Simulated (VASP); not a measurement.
A run of VASP 6.6.1:

INCAR

```
PREC = Accurate
ENCUT = 520
EDIFF = 1E-6
ISMEAR = -1
SIGMA = 0.08
LREAL = False
LASPH = True
NELM = 60
ALGO = Normal
ISIF = 2
LWAVE = False
LCHARG = False
GGA = PS
NBANDS = 11
```

KPOINTS

```
Automatic mesh
0
Gamma
  12 12 12
```

File POSCAR:

```
Sr
1.0
    0.0000000000      2.9668574272      2.9668574272
    2.9668574272      0.0000000000      2.9668574272
    2.9668574272      2.9668574272      0.0000000000
Sr
1
Direct
    0.0000000000      0.0000000000      0.0000000000
```

Potentials or basis: VASP PAW PBE potentials, release 64 (Sr_sv).

The run is started by

```bash
$ cat potpaw_PBE.64/Sr_sv/POTCAR > POTCAR
$ mpirun -np 1 vasp_std > vasp.out
```

Hardware: 1 thread of Intel(R) Xeon(R) Platinum 8488C (Sapphire Rapids), on a shared host.

**Question.** Estimate the wall time of this run.

**Answer.** Wall time 20 s on 1 thread of Intel(R) Xeon(R) Platinum 8488C (Sapphire Rapids), with other jobs on the host, peak memory 0.19 GiB. Counts: scf iterations 11, k points 72.
